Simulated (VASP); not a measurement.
Crystal: Se.

```
CELL_PARAMETERS angstrom
2.86649 0.00000 0.00000
0.00000 2.86649 0.00000
0.00000 0.00000 2.86649
ATOMIC_POSITIONS crystal
Se 0.00000 0.00000 0.00000
```

This isn't the form of Se at room conditions, which is trigonal, of chains.

```yaml
Program: VASP 6.6.1
Task: relaxation of cell and atoms
Functional: r2SCAN
Potentials_or_basis: VASP PAW PBE potentials, release 64 (Se)
Cutoff: 600 eV
k_mesh: 11 × 11 × 11
Occupations: fermi-dirac, width 0.1 eV
Spin: no spin polarisation
```

At the start: pressure -3.9 GPa; volume 23.55 Å³/atom.

Problem. How do energy, volume and symmetry change on relaxing?

Solution. Over 3 steps the energy falls by 16.4 meV/atom and the volume is 22.26 Å³/atom (-5.5 %); space group Pm-3m (No. 221, to 0.1 Å) before and after.

Step by step:
| step | energy change (eV) | largest force (eV/Å) | pressure (GPa) | volume (Å³) |
| --- | --- | --- | --- | --- |
| 1 | 0.0000 | 0.0000 | -3.85 | 23.55 |
| 2 | -0.0125 | 0.0000 | 2.18 | 21.68 |
| 3 | -0.0164 | 0.0000 | 0.00 | 22.26 |

Final structure:
```
Se
1.0
     2.81299    0.00000    0.00000
     0.00000    2.81299    0.00000
     0.00000    0.00000    2.81299
Se
1
Direct
  0.00000 0.00000 0.00000
```

Caveat: the PAW data sets were made with another functional, which shifts forces and pressure a little.
